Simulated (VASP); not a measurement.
Here is a VASP 6.6.1 calculation.

INCAR

```
SYSTEM = GaAs
PREC     = Accurate       ! precision mode
ENCUT    = 520            ! plane-wave cutoff, eV
EDIFF    = 1E-6           ! SCF threshold, eV
ISMEAR   = 0              ! smearing method
SIGMA    = 0.05           ! smearing width, eV
LREAL    = .False.        ! projectors in reciprocal space
LASPH    = .True.         ! aspherical terms in the spheres
NELM     = 80             ! most SCF steps
ALGO     = Normal         ! electronic algorithm
ISIF     = 2              ! what is computed and relaxed
LWAVE    = .False.        ! write WAVECAR
LCHARG   = .True.         ! write CHGCAR
GGA      = PE             ! functional
LELF     = .True.         ! ELF
LVHAR    = .True.       
NBANDS   = 16             ! bands
```

Contents of KPOINTS:

```
Automatic mesh
0
Gamma
  10 10 10
  0 0 0
```

The input POSCAR:

```
GaAs
1.0
    0.0000000000      2.8268500000      2.7703130000
    2.8268500000      0.0000000000      2.7703130000
    2.8268500000      2.8268500000      0.0000000000
Ga As
1 1
Direct
    0.0000000000      0.0000000000      0.0000000000
    0.7500000000      0.7500000000      0.7500000000
```

Potentials or basis: VASP PAW PBE potentials, release 64 (Ga_d, As).

The run is started by

```bash
$ cat potpaw_PBE.64/Ga_d/POTCAR potpaw_PBE.64/As/POTCAR > POTCAR
$ mpirun -np 1 vasp_std > vasp.out
```

**Question.** What does it give for the pressure?

**Answer.** 5.1 GPa.

**Question.** Estimate the band gap on the k mesh.

**Answer.** 0.60 eV, direct.

Stress tensor (GPa, compression positive):
```
4.69 0.00 0.00
0.00 4.69 0.00
0.00 0.00 5.83
```

Caveat: the cell differs from its parent crystal (strain -0.0200 x Voigt [0, 0, 1, 0, 0, 0]). A k mesh can miss the band edges.
